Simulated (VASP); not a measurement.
A run of VASP 6.6.1:

INCAR

```
  PREC = Accurate
  ENCUT = 520
  EDIFF = 1E-7
  ISMEAR = 0
  SIGMA = 0.15
  LREAL = F
  LASPH = T
  NELM = 60
  ALGO = Fast
  ISIF = 2
  LWAVE = F
  LCHARG = T
  GGA = PS
  LELF = T
  LVHAR = T
  NBANDS = 21
```

Contents of KPOINTS:

```
regular mesh
0
Gamma
  18 18 10
```

The input POSCAR:

```
Ru
1.0
    2.7273000000      0.0000000000      0.0000000000
   -1.3636500000      2.3619110838      0.0000000000
    0.0000000000      0.0000000000      4.5586000000
Ru
2
Direct
    0.3333333333      0.6666666667      0.2500000000
    0.6666666667      0.3333333333      0.7500000000
```

Potentials or basis: VASP PAW PBE potentials, release 64 (Ru_pv).

Launch:

```sh
$ cat potpaw_PBE.64/Ru_pv/POTCAR > POTCAR
$ mpirun -np 1 vasp_std > vasp.out
```

Hardware: 1 thread of Intel(R) Xeon(R) 6975P-C (Granite Rapids) (shared host).

Problem. How long does it take, and how much memory?

Solution. Wall time 50 s on 1 thread of Intel(R) Xeon(R) 6975P-C (Granite Rapids), with other jobs on the host, peak memory 0.22 GiB. Counts: scf iterations 14, k points 222.
